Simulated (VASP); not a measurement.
# Si8O15 (a cell with a defect) in VASP: a series of runs

Runs on Si8O15 (a cell with a defect). Level: PBE+D3(BJ). Tasks: single point.

All numbers are computed with VASP 6.6.1; they aren't measurements. Logs are shortened: lines on timing, memory, paths and dates and some standing lists are left out, and cuts for length are marked.

## Step 1: The cell of the first run

The cell holds a defect, 23 atoms: a = 5.833 Å, b = 5.833 Å, c = 5.295 Å, α = 90.00°, β = 90.00°, γ = 90.00°.

## Step 2: Single point, PBE+D3(BJ)

The input, INCAR:

```
SYSTEM = Si8O15
ALGO = Normal
EDIFF = 1E-7
ENCUT = 520
GGA = PE
ISIF = 2
ISMEAR = 0
IVDW = 12
LASPH = .TRUE.
LCHARG = .FALSE.
LREAL = Auto
LWAVE = .FALSE.
NBANDS = 78
NELECT = 124.0
NELM = 100
PREC = Accurate
SIGMA = 0.02
```

The input, KPOINTS:

```
k-points
0
G
  2 2 2
  0 0 0
```

The input, POSCAR:

```
Si8O15
1.0
   -4.1246000000     -4.1246000000      0.0000000000
    4.1246000000     -4.1246000000      0.0000000000
    0.0000000000      0.0000000000      5.2948000000
Si O
8 15
Direct
    0.5029602871      0.4863058236      0.0061550956
   -0.0012730931      0.5139140765      0.2667003475
    0.4951038889      0.4930927848      0.5143038453
   -0.0000804927      0.5014534743      0.7687268641
    0.0042973864     -0.0061091985     -0.0303091713
    0.4960087039     -0.0126268002      0.2518429402
   -0.0385224022      0.1466691316      0.4097561759
    0.5036161082     -0.0085181593      0.7462070333
    0.2034094215      0.4867190758      0.0067383093
    0.7962134510      0.4635111284      0.0003907607
    0.0145062552      0.9041702226      0.2580609277
    0.2057747418      0.5159371818      0.5275570371
    0.0140823353      0.1953728846      0.7320722218
    0.7859823983      0.4860594967      0.5381789680
   -0.0129407700      0.7834353634      0.7702659213
    0.6928093633     -0.0016308248     -0.0027440130
    0.5136375649      0.6835592542      0.2556778349
    0.3120290452     -0.0174661785     -0.0070748659
    0.4904125249      0.2958137759      0.2586575508
    0.7036904185      0.0147574310      0.4936677495
    0.5103468215      0.6888392814      0.7627200272
    0.3213763759     -0.0183275954      0.5033755760
    0.4865081462      0.2919152160      0.7572892272
```

Potentials or basis: VASP PAW PBE potentials, release 64 (Si, O).

The run is started by

```console
$ cat potpaw_PBE.64/Si/POTCAR potpaw_PBE.64/O/POTCAR > POTCAR
$ mpirun -np 1 vasp_std > vasp.out
```

OUTCAR:

```text
SYSTEM = Si8O15
   EDIFF = 1E-7
   ENCUT = 520
   GGA = PE
   ISIF = 2
   ISMEAR = 0
   IVDW = 12
   LASPH = .TRUE.
   LREAL = Auto
   NELECT = 124.0
   NELM = 100
   PREC = Accurate
 IVDW          = 12

 ion  position               nearest neighbor table
   1  0.503  0.486  0.006-  10 1.72  19 1.74  23 1.74   9 1.75  21 1.75  17 1.75   3 2.60   3 2.69

   2  0.999  0.514  0.267-   9 1.83  12 1.83  10 1.86  14 1.91  11 2.28   7 2.28   4 2.64   4 2.66

   3  0.495  0.493  0.514-  12 1.69  14 1.70  23 1.74  21 1.74  17 1.77  19 1.78   1 2.60   1 2.69

   4  1.000  0.501  0.769-  15 1.65  10 1.72   9 1.73  14 1.75  12 1.75  13 1.80   2 2.64   2 2.66
                             7 2.82   5 3.06   5 3.15
   5  0.004  0.994  0.970-  11 1.62  15 1.62  13 1.72  18 1.80  16 1.82   7 2.51   4 3.06   7 3.11
                             8 3.14   4 3.15
   6  0.496  0.987  0.252-  22 1.68  18 1.74  20 1.77  16 1.77  17 1.78  19 1.80   8 2.62   8 2.68
                             7 2.99
   7  0.961  0.147  0.410-  11 1.66  20 1.75  13 1.76   2 2.28  14 2.33  22 2.36   5 2.51   4 2.82
                             6 2.99   5 3.11
   8  0.504  0.991  0.746-  22 1.67  18 1.72  16 1.73  23 1.76  21 1.77  20 1.78   6 2.62   6 2.68
                             5 3.14
   9  0.203  0.487  0.007-   4 1.73   1 1.75   2 1.83
  10  0.796  0.464  0.000-   1 1.72   4 1.72   2 1.86
  11  0.015  0.904  0.258-   5 1.62   7 1.66   2 2.28
  12  0.206  0.516  0.528-   3 1.69   4 1.75   2 1.83
  13  0.014  0.195  0.732-   5 1.72   7 1.76   4 1.80
  14  0.786  0.486  0.538-   3 1.70   4 1.75   2 1.91   7 2.33
  15  0.987  0.783  0.770-   5 1.62   4 1.65
  16  0.693  0.998  0.997-   8 1.73   6 1.77   5 1.82
  17  0.514  0.684  0.256-   1 1.75   3 1.77   6 1.78
  18  0.312  0.983  0.993-   8 1.72   6 1.74   5 1.80
  19  0.490  0.296  0.259-   1 1.74   3 1.78   6 1.80
  20  0.704  0.015  0.494-   7 1.75   6 1.77   8 1.78
  21  0.510  0.689  0.763-   3 1.74   1 1.75   8 1.77
  22  0.321  0.982  0.503-   8 1.67   6 1.68   7 2.36
  23  0.487  0.292  0.757-   1 1.74   3 1.74   8 1.76

  LATTYP: Found a simple tetragonal cell.
 ALAT       =     5.8330652594
 C/A-ratio  =     0.9077217148

  Lattice vectors:

 A1 = (  -4.1246000000,  -4.1246000000,   0.0000000000)
 A2 = (   4.1246000000,  -4.1246000000,   0.0000000000)
 A3 = (   0.0000000000,   0.0000000000,   5.2948000000)

Analysis of symmetry for initial positions (statically):
=====================================================================
 Subroutine PRICEL returns:
 Original cell was already a primitive cell.

 Routine SETGRP: Setting up the symmetry group for a
 simple tetragonal supercell.

 Subroutine GETGRP returns: Found  1 space group operations
 (whereof  1 operations were pure point group operations)
[... 151 lines left out ...]
   PSTRESS=    0.0 pullay stress
   NELECT =     124.0000    total number of electrons
   NUPDOWN=      -1.0000    fix difference up-down
   EMIN   =  10.00;   EMAX   =-10.00  energy-range for DOS
   EFERMI =   0.00;   METHOD = LEGACY
   ISMEAR =     0;   SIGMA  =   0.02  broadening in eV -4-tet -1-fermi 0-gaus
   EFERMI_NEDOS =   21; number of points for ismear=-14 and -15
   IALGO  =     38    algorithm
   IMIX   =      4    mixing-type and parameters
     AMIX     =   0.40;   BMIX     =  1.00
     AMIX_MAG =   1.60;   BMIX_MAG =  1.00
  volume/ion in A,a.u.               =       7.83        52.86
  Fermi-wavevector in a.u.,A,eV,Ry     =   1.445443  2.731491 28.426728  2.089306
  Thomas-Fermi vector in A             =   2.563624
   LORBIT       =      0    0 simple, 1 ext, 2 COOP (PROOUT), +10 PAW based schemes
   GGA     = PE    functional components
   LHFCALC =     F    Hartree Fock is set to
   AEXX    =    0.0000 exact exchange contribution
   IVDW    =    12    specifies the selected vdW correction
   LEPSILON=     F    determine dielectric tensor
   LRPA    =     F    only Hartree local field effects (RPA)
 non-spin polarized calculation
 Gauss-broadening in eV      SIGMA  =   0.02
  energy-cutoff  :      520.00
  volume of cell :      180.15
 maximum number of plane-waves:      4880
 NGX is ok and might be reduce to    48
   NGX = 21   NGY = 21   NGZ = 19

 number of electron     124.0000019 magnetization

 Free energy of the ion-electron system (eV)
  ---------------------------------------------------
  ext. energy  EPLUGINS =         0.00000000
  ---------------------------------------------------
  free energy    TOTEN  =      -143.98711029 eV

  energy without entropy =     -143.98711025  energy(sigma->0) =     -143.98711027

 E-fermi :  13.4613     XC(G=0): -12.3810

 val. band max:       13.3941414240   @ k =   0.5000   0.0000   0.0000
 cond. band min:      13.5285315947   @ k =   0.0000   0.5000   0.5000
 fundamental gap:      0.1343901708
 Fermi energy:        13.4613364459

 k-point     1 :       0.0000    0.0000    0.0000
  band No.  band energies     occupation
      1     -14.6399      2.00000
      2     -12.7866      2.00000
      3     -12.3530      2.00000
      4     -12.0267      2.00000
      5     -11.8485      2.00000
      6     -11.5319      2.00000
[... 605 lines left out ...]
     73      18.6074      0.00000
     74      18.8889      0.00000
 [bands above 74 left out]

------------------------ aborting loop because EDIFF is reached ----------------------------------------

 Edisp (eV)   -5.67273

 E8    (eV) :    -1.9656

  FORCE on cell =-STRESS in cart. coord.  units (eV):
  Direction    XX          YY          ZZ          XY          YZ          ZX
  --------------------------------------------------------------------------------------
  -------------------------------------------------------------------------------------
  Total      68.55560    60.91485    66.80505     2.15784    -1.95723     1.51725
  in kB     609.69169   541.73958   594.12334    19.19052   -17.40640    13.49353
  external pressure =      581.85 kB  Pullay stress =        0.00 kB

 VOLUME and BASIS-vectors are now :
 -----------------------------------------------------------------------------
  energy-cutoff  :      520.00
  volume of cell :      180.15
      direct lattice vectors                 reciprocal lattice vectors
    -4.124600000 -4.124600000  0.000000000    -0.121223876 -0.121223876  0.000000000
     4.124600000 -4.124600000  0.000000000     0.121223876 -0.121223876  0.000000000
     0.000000000  0.000000000  5.294800000     0.000000000  0.000000000  0.188864546

 POSITION                                       TOTAL-FORCE (eV/Angst)
 -----------------------------------------------------------------------------------
     -0.06869     -4.08033      0.03259         0.163896     -0.035578      0.008128
     -1.99966     -6.23904      1.41212        -0.415097      0.434781      0.336845
     -0.00829     -4.07592      2.72314         0.024806     -0.152204     -0.068944
     -2.05597     -6.19256      4.07026         0.122697     -0.066410     -0.098574
      4.08168     -4.11713      5.13432         0.582253     -0.634715     -0.114293
      2.02668     -6.11836      1.33346         0.071709     -0.128297     -0.073951
[... 15 lines left out ...]
      2.72346     -5.37456      2.66527         0.386650     -0.139616     -0.043778
     -0.80262     -3.21068      4.00970         0.022132     -0.163860     -0.041031
 -----------------------------------------------------------------------------------
    total drift:                                0.016508     -0.003019      0.006531

  FREE ENERGIE OF THE ION-ELECTRON SYSTEM (eV)
  ---------------------------------------------------
  free  energy   TOTEN  =      -149.6598356302 eV

  energy  without entropy=     -149.6598355949  energy(sigma->0) =     -149.65983561
```

OSZICAR:

```text
N       E                     dE             d eps       ncg     rms          rms(c)
DAV:   1     0.726728951895E+03    0.72673E+03   -0.70432E+04  1248   0.156E+03
DAV:   2    -0.123556363130E+03   -0.85029E+03   -0.83048E+03  1496   0.346E+02
DAV:   3    -0.164111137074E+03   -0.40555E+02   -0.40300E+02  1528   0.773E+01
DAV:   4    -0.164542318782E+03   -0.43118E+00   -0.42961E+00  1504   0.863E+00
DAV:   5    -0.164548359813E+03   -0.60410E-02   -0.60354E-02  1512   0.924E-01    0.370E+01
DAV:   6    -0.143970718919E+03    0.20578E+02   -0.80861E+01  1400   0.337E+01    0.173E+01
DAV:   7    -0.143974849774E+03   -0.41309E-02   -0.36564E+00  1448   0.688E+00    0.648E+00
DAV:   8    -0.143970834755E+03    0.40150E-02   -0.35611E-01  1472   0.220E+00    0.266E+00
DAV:   9    -0.143982594576E+03   -0.11760E-01   -0.10214E-01  1432   0.120E+00    0.743E-01
DAV:  10    -0.143986437003E+03   -0.38424E-02   -0.18963E-02  1472   0.644E-01    0.410E-01
DAV:  11    -0.143986953600E+03   -0.51660E-03   -0.20101E-03  1480   0.208E-01    0.222E-01
DAV:  12    -0.143987095390E+03   -0.14179E-03   -0.86440E-04  1440   0.160E-01    0.565E-02
DAV:  13    -0.143987108619E+03   -0.13229E-04   -0.10935E-04  1432   0.535E-02    0.169E-02
DAV:  14    -0.143987109474E+03   -0.85438E-06   -0.28853E-05  1456   0.259E-02    0.828E-03
DAV:  15    -0.143987110076E+03   -0.60231E-06   -0.45790E-06  1480   0.119E-02    0.295E-03
DAV:  16    -0.143987110292E+03   -0.21661E-06   -0.72945E-07  1464   0.424E-03    0.126E-03
DAV:  17    -0.143987110288E+03    0.48822E-08   -0.10499E-07   792   0.180E-03
   1 F= -.14965984E+03 E0= -.14965984E+03  d E =-.353265E-07
```

stdout:

```text
POSCAR found type information on POSCAR SiO
 POSCAR found :  2 types and      23 ions
 scaLAPACK will be used
 LDA part: xc-table for (Slater+PW92), standard interpolation
 POSCAR, INCAR and KPOINTS ok, starting setup
 FFT: planning ... GRIDC
 FFT: planning ... GRID_SOFT
 FFT: planning ... GRID
 WAVECAR not read
 entering main loop
 the old and the new charge density differ
 old charge density:   122.00000 new  124.00000
    0.370E+01
```

Run time: 1.7 min. Hardware: 1 thread of Intel Xeon 6975P-C (Granite Rapids), shared host; peak memory 0.31 GiB.

What came out:

```yaml
Free_energy: -149.6598 eV
Largest_force: 2.615 eV/Å
Dispersion_energy_per_atom: -0.247 eV
```

Forces in eV/Å, atoms in the order of the input:
```
Si   0.164 -0.036  0.008
Si  -0.415  0.435  0.337
Si   0.025 -0.152 -0.069
Si   0.123 -0.066 -0.099
Si   0.582 -0.635 -0.114
Si   0.072 -0.128 -0.074
Si  -1.287  0.214 -0.328
Si   0.148 -0.104  0.015
O    0.107 -0.055  0.022
O    0.078 -0.119  0.072
O   -1.488  2.144  0.170
O    0.017 -0.052  0.009
O    0.148 -0.085 -0.126
O    0.122 -0.373 -0.212
O    0.142 -0.277  0.425
O    0.160 -0.040 -0.028
O    0.180 -0.043 -0.018
O    0.318 -0.195  0.075
O    0.090 -0.098  0.010
O    0.113  0.029  0.026
O    0.193 -0.060 -0.015
O    0.387 -0.140 -0.044
O    0.022 -0.164 -0.041
```

Caveat: the k points lie up to 0.59 Å⁻¹ apart; the cell carries a net charge on a neutralising background, which shifts energy and pressure; the cell is charged against a uniform background, so pressure and absolute levels hang on convention.

## Step 3: Single point, PBE+D3(BJ)

The input, INCAR:

```
PREC = Accurate ; ENCUT = 520
EDIFF = 1E-6 ; ISMEAR = 0
SIGMA = 0.02 ; LREAL = Auto
LASPH = True ; NELM = 60
ALGO = Normal ; ISIF = 2
LWAVE = False ; LCHARG = True
GGA = PE ; IVDW = 12
LELF = True ; LVHAR = True
NELECT = 124.0 ; NBANDS = 78
```

The input, KPOINTS:

```
Automatic mesh
0
Gamma
  2 2 2
```

The input, POSCAR:

```
Si8O15
1.0
   -4.1246000000     -4.1246000000      0.0000000000
    4.1246000000     -4.1246000000      0.0000000000
    0.0000000000      0.0000000000      5.2948000000
Si O
8 15
Direct
    0.5059718518      0.4820039519      0.0057951197
   -0.0000128497      0.5510805896      0.2471183048
    0.4890289968      0.4896067497      0.5161420639
    0.0033197159      0.4940114193      0.7722790285
    0.0037886098     -0.0496980313     -0.0276480698
    0.4939367454     -0.0177252340      0.2540588880
   -0.0774950298      0.2100106677      0.4303044496
    0.5057021287     -0.0154126461      0.7447807283
    0.2066372497      0.4823553799      0.0059985269
    0.7954371333      0.4578654900     -0.0039844753
    0.0403485186      1.0397416719      0.2475183199
    0.2052722688      0.5142103477      0.5262172320
    0.0158937836      0.1896842118      0.7407936088
    0.7769897687      0.4694120642      0.5513590693
   -0.0172796150      0.7746408137      0.7458096623
    0.6988646172     -0.0063179460     -0.0013666239
    0.5178894923      0.6775784318      0.2566074262
    0.3145608059     -0.0336011977     -0.0112623706
    0.4904102216      0.2905893905      0.2583504571
    0.7077317801      0.0139134704      0.4931155096
    0.5144935266      0.6834871260      0.7632456372
    0.3273030112     -0.0346530573      0.5060644406
    0.4811666586      0.2855544780      0.7592762711
```

Potentials or basis: VASP PAW PBE potentials, release 64 (Si, O).

The run is started by

```console
$ cat potpaw_PBE.64/Si/POTCAR potpaw_PBE.64/O/POTCAR > POTCAR
$ mpirun -np 1 vasp_std > vasp.out
```

It took 96 s on 1 thread of Intel Xeon 6975P-C (Granite Rapids), shared host; peak memory 0.32 GiB.

Results (log left out):

```
Free energy                : -149.4137 eV
Largest force              : 0.319 eV/Å
Dispersion energy per atom : -0.246 eV
```

Forces on the atoms (eV/Å):
```
Si   0.042  0.055  0.003
Si   0.052 -0.060  0.011
Si   0.051  0.025 -0.048
Si  -0.011 -0.050 -0.092
Si  -0.097 -0.059  0.154
Si   0.003  0.033 -0.095
Si   0.081 -0.054  0.138
Si  -0.008  0.017  0.067
O   -0.042 -0.002 -0.002
O   -0.055 -0.027 -0.030
O    0.075 -0.234 -0.142
O    0.011  0.032  0.000
O    0.055 -0.033  0.034
O   -0.011 -0.066  0.068
O   -0.174  0.182 -0.196
O   -0.003  0.013  0.029
O    0.007  0.018 -0.006
O   -0.006  0.007  0.028
O   -0.023  0.018  0.012
O    0.019  0.053  0.030
O    0.049  0.006  0.021
O    0.026  0.058  0.012
O   -0.041  0.070  0.002
```

Levels at points of the mesh, in eV from the Fermi level:
| k point | band 59 | band 60 | band 61 | band 62 | band 63 | band 64 | band 65 | band 66 |
| --- | --- | --- | --- | --- | --- | --- | --- | --- |
| (0.00, 0.00, 0.00) | -3.85 | -3.56 | -2.28 | -0.43 | 2.36 | 2.95 | 3.16 | 3.82 |
| (0.50, 0.00, 0.00) | -4.21 | -3.96 | -1.92 | -0.29 | 2.87 | 2.93 | 3.31 | 3.94 |
| (0.00, 0.50, 0.00) | -4.27 | -3.71 | -1.68 | -1.24 | 2.72 | 3.36 | 3.72 | 3.81 |
| (0.50, 0.50, 0.00) | -4.07 | -4.06 | -1.53 | -1.15 | 2.88 | 3.56 | 4.13 | 4.33 |
| (0.00, 0.00, 0.50) | -4.10 | -3.75 | -1.42 | -0.16 | 2.42 | 3.37 | 3.88 | 4.33 |
| (0.50, 0.00, 0.50) | -4.08 | -4.05 | -1.58 | -0.21 | 2.66 | 3.47 | 4.33 | 4.38 |
| (0.00, 0.50, 0.50) | -4.10 | -3.76 | -1.38 | -0.61 | 2.73 | 3.54 | 4.20 | 4.74 |
| (0.50, 0.50, 0.50) | -4.29 | -4.11 | -1.41 | -0.72 | 2.89 | 3.47 | 4.48 | 4.78 |

Caveat: the k points lie up to 0.59 Å⁻¹ apart; the cell carries a net charge on a neutralising background, which shifts energy and pressure; the cell is charged against a uniform background, so pressure and absolute levels hang on convention.

## Step 4: Single point, PBE+D3(BJ)

The input, INCAR:

```
SYSTEM = Si8O15
PREC = Accurate
ENCUT = 520
EDIFF = 1E-6
ISMEAR = 0
SIGMA = 0.02
LREAL = Auto
LASPH = .True.
NELM = 80
ALGO = Normal
ISIF = 2
LWAVE = .False.
LCHARG = .False.
GGA = PE
IVDW = 12
NELECT = 124.0
NBANDS = 78
```

The input, KPOINTS:

```
regular mesh
0
Gamma
  2 2 2
  0 0 0
```

The input, POSCAR:

```
Si8O15
1.0
   -4.1246000000     -4.1246000000      0.0000000000
    4.1246000000     -4.1246000000      0.0000000000
    0.0000000000      0.0000000000      5.2948000000
Si O
8 15
Direct
    0.4958369296      0.4842406536      0.0005788698
   -0.0182655288      0.5198586530      0.2526452368
    0.4930032003      0.5046600883      0.5051136965
    0.0040451195      0.5016919216      0.7560937146
   -0.0184020269     -0.1345575329      0.0490075168
    0.4895679581     -0.0113574650      0.2522586311
   -0.0780069583      0.1837684866      0.4396281257
    0.5064356544     -0.0122604616      0.7503956712
    0.1989845076      0.4658974204      0.0066822165
    0.7910323425      0.4746365708     -0.0100032107
    0.0572179120      1.0448135577      0.2464710660
    0.2003555496      0.5200740678      0.4988109088
    0.0009227561      0.2161264123      0.7264308378
    0.7861408379      0.5529996848      0.5217245222
    0.0155897542      0.7861687194      0.7642639949
    0.7091218542     -0.0145723222      0.0059210924
    0.5003766426      0.6854404063      0.2445471028
    0.3258545071     -0.0109194831     -0.0083077737
    0.5051955341      0.2976580759      0.2588494372
    0.7096102652     -0.0057218882      0.4938086424
    0.4925380643      0.6855567813      0.7636836141
    0.3307290404     -0.0204259807      0.5102781975
    0.5020852931      0.2960522232      0.7440479338
```

The run is started by

```console
$ cat potpaw_PBE.64/Si/POTCAR potpaw_PBE.64/O/POTCAR > POTCAR
$ mpirun -np 1 vasp_std > vasp.out
```

It took 71 s on 1 thread of Intel Xeon 6975P-C (Granite Rapids), shared host; peak memory 0.31 GiB.

The run converged. Its results:

```yaml
Free_energy: -150.0272 eV
Largest_force: 0.559 eV/Å
Dispersion_energy_per_atom: -0.246 eV
```

Forces on the atoms (eV/Å):
```
Si  -0.079  0.019  0.047
Si   0.074  0.019 -0.019
Si  -0.203 -0.054 -0.008
Si   0.182 -0.035 -0.058
Si  -0.042  0.220 -0.104
Si  -0.042 -0.095  0.099
Si   0.368  0.279  0.243
Si  -0.041 -0.066 -0.100
O   -0.049  0.049  0.030
O   -0.005 -0.062  0.111
O   -0.281 -0.292 -0.385
O    0.064  0.106 -0.009
O   -0.066  0.087  0.211
O   -0.035 -0.040 -0.077
O    0.045 -0.065  0.063
O   -0.043  0.025  0.010
O    0.033  0.015 -0.085
O    0.028  0.024  0.025
O   -0.036 -0.006 -0.002
O    0.013 -0.220  0.001
O    0.060 -0.028  0.049
O    0.129  0.102 -0.042
O   -0.074  0.017  0.001
```

Levels at points of the mesh, in eV from the Fermi level:
| k point | band 59 | band 60 | band 61 | band 62 | band 63 | band 64 | band 65 | band 66 |
| --- | --- | --- | --- | --- | --- | --- | --- | --- |
| (0.00, 0.00, 0.00) | -2.41 | -2.20 | -1.98 | -0.29 | 4.18 | 4.27 | 4.55 | 5.08 |
| (0.50, 0.00, 0.00) | -2.71 | -2.47 | -1.56 | -0.19 | 3.79 | 4.20 | 4.84 | 5.31 |
| (0.00, 0.50, 0.00) | -2.85 | -2.29 | -1.55 | -0.41 | 4.06 | 4.56 | 4.92 | 5.20 |
| (0.50, 0.50, 0.00) | -2.78 | -2.54 | -1.36 | -0.31 | 4.16 | 4.39 | 5.42 | 5.73 |
| (0.00, 0.00, 0.50) | -2.63 | -2.35 | -1.48 | -0.31 | 4.15 | 4.96 | 5.19 | 5.79 |
| (0.50, 0.00, 0.50) | -2.66 | -2.57 | -1.52 | -0.42 | 4.33 | 4.58 | 5.58 | 5.96 |
| (0.00, 0.50, 0.50) | -2.63 | -2.35 | -1.57 | -0.15 | 4.44 | 5.07 | 5.38 | 5.82 |
| (0.50, 0.50, 0.50) | -2.97 | -2.50 | -1.61 | -0.25 | 4.13 | 4.80 | 5.57 | 6.22 |

Caveat: the k points lie up to 0.59 Å⁻¹ apart; the cell carries a net charge on a neutralising background, which shifts energy and pressure; the cell is charged against a uniform background, so pressure and absolute levels hang on convention.

(Part 1 of 2 ends here.)
